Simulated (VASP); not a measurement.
Write the native input for VASP 6.6.1 that does the following.

```yaml
Task: relaxation of the atoms
Functional: PBE
Potentials_or_basis: VASP PAW PBE potentials, release 64 (Ge_d, N)
Cutoff: 520 eV
k_mesh: 7 × 7 × 1
Occupations: gaussian, width 0.1 eV
Spin: no spin polarisation
Dipole_correction: yes
Atoms_held_fixed_from_0: "[0, 1, 2, 3]"
Further_INCAR_settings: ALGO = Fast; EDIFF = 1e-07; IBRION = 2; EDIFFG = -0.025; NSW = 36
Atoms_held_along_some_axes_from_0: atom 4 along a and b
```

The structure of Ge4N lies in POSCAR:

```
Ge4N
1.0
    4.0740542166      0.0000000000      0.0000000000
    0.0000000000      4.0740542166      0.0000000000
    0.0000000000      0.0000000000     19.8557568530
Ge N
4 1
Selective dynamics
Direct
    0.0000000000      0.5000000000      0.2014529101  F F F
    0.0000000000      0.0000000000      0.2739958855  F F F
    0.5000000000      0.0000000000      0.3493666166  F F F
    0.5000000000      0.5000000000      0.4208228835  F F F
    0.5000000000      0.5000000000      0.5175202803  F F T
```

These files were run (other wordings do the same):

INCAR

```
SYSTEM = Ge4N
PREC = Accurate
ENCUT = 520
EDIFF = 1E-7
ISMEAR = 0
SIGMA = 0.1
LREAL = .False.
LASPH = .True.
NELM = 100
ALGO = Fast
ISIF = 2
LWAVE = .False.
LCHARG = .False.
LDIPOL = .True.
IDIPOL = 3
DIPOL = 0.5 0.5 0.353
GGA = PE
IBRION = 2
NSW = 36
EDIFFG = -0.025
```

KPOINTS

```
regular mesh
0
Gamma
  7 7 1
  0 0 0
```

Potentials or basis: VASP PAW PBE potentials, release 64 (Ge_d, N).

Run with:

```bash
$ cat potpaw_PBE.64/Ge_d/POTCAR potpaw_PBE.64/N/POTCAR > POTCAR
$ mpirun -np 1 vasp_std > vasp.out
```

Results of the run:

| Quantity | Value |
| --- | --- |
| Energy gained by relaxing | 99.4 meV/atom |
| Ionic steps | 4 |
| Band gap on the k mesh | zero (an odd number of electrons rules out a gap without spin polarisation) |

Caveat: an odd number of electrons without spin polarisation forces a metal; a magnetic or distorted state may lie lower.

Run time: 31 min on 1 thread of Oxide Virtual Turin-like Processor, on a shared host, peak memory 0.42 GiB.
